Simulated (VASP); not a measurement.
## TlSbO2: single point with r2SCAN

TlSbO2:

```xyz
4
Lattice="1.7755 1.0251 6.5401 -1.7755 1.0251 6.5401 0.0000 -2.0502 6.5401" Properties=species:S:1:pos:R:3 pbc="T T T"
Tl    1.7755    1.0251    6.5401
Sb    0.0000    0.0000    9.8101
O     0.0000    0.0000    4.4562
O     0.0000    0.0000   15.1640
```

| Property | Result |
| --- | --- |
| Program | VASP 6.6.1 |
| Task | single point |
| Functional | r2SCAN |
| Potentials or basis | VASP PAW PBE potentials, release 64 (Tl_d, Sb, O) |
| Cutoff | 520 eV |
| k mesh | 8 × 8 × 8 |
| Occupations | fermi-dirac, width 0.02 eV |
| Spin | no spin polarisation |

The pressure is -3.2 GPa. The largest force is 0.163 eV/Å and the band gap on the k mesh is zero (bands 15 and 16 overlap by 0.01 eV).

Forces in eV/Å, atoms in the order of the input:
```
Tl   0.000  0.000  0.000
Sb   0.000  0.000  0.000
O    0.000  0.000 -0.163
O    0.000  0.000  0.163
```

Stress tensor (GPa, compression positive):
```
-3.35  0.00  0.00
 0.00 -3.35  0.00
 0.00  0.00 -2.88
```

Levels at points of the mesh, in eV from the Fermi level:
| k point | band 11 | band 12 | band 13 | band 14 | band 15 | band 16 | band 17 | band 18 | band 19 | band 20 |
| --- | --- | --- | --- | --- | --- | --- | --- | --- | --- | --- |
| (0.00, 0.00, 0.00) | -3.32 | -3.27 | -3.05 | -3.05 | -0.51 | -0.04 | 4.61 | 4.61 | 6.19 | 9.66 |
| (0.50, 0.00, 0.00) | -4.58 | -3.59 | -3.00 | -2.58 | -0.95 | 0.97 | 2.36 | 4.87 | 5.25 | 5.79 |
| (0.50, 0.50, 0.00) | -4.62 | -4.07 | -2.86 | -2.66 | -0.39 | 0.12 | 3.19 | 4.80 | 5.43 | 6.00 |
| (0.50, 0.50, 0.50) | -3.28 | -3.10 | -3.10 | -2.54 | -1.69 | 1.14 | 4.50 | 4.79 | 4.79 | 8.94 |

Run time: 33 min on 1 thread of Intel Xeon 8259CL (shared host), peak memory 0.51 GiB.

Caveat: the cell stands under tension; the PAW data sets were made with another functional, which shifts forces and pressure a little; spin-orbit coupling is left out, which moves the levels of the heavy elements.
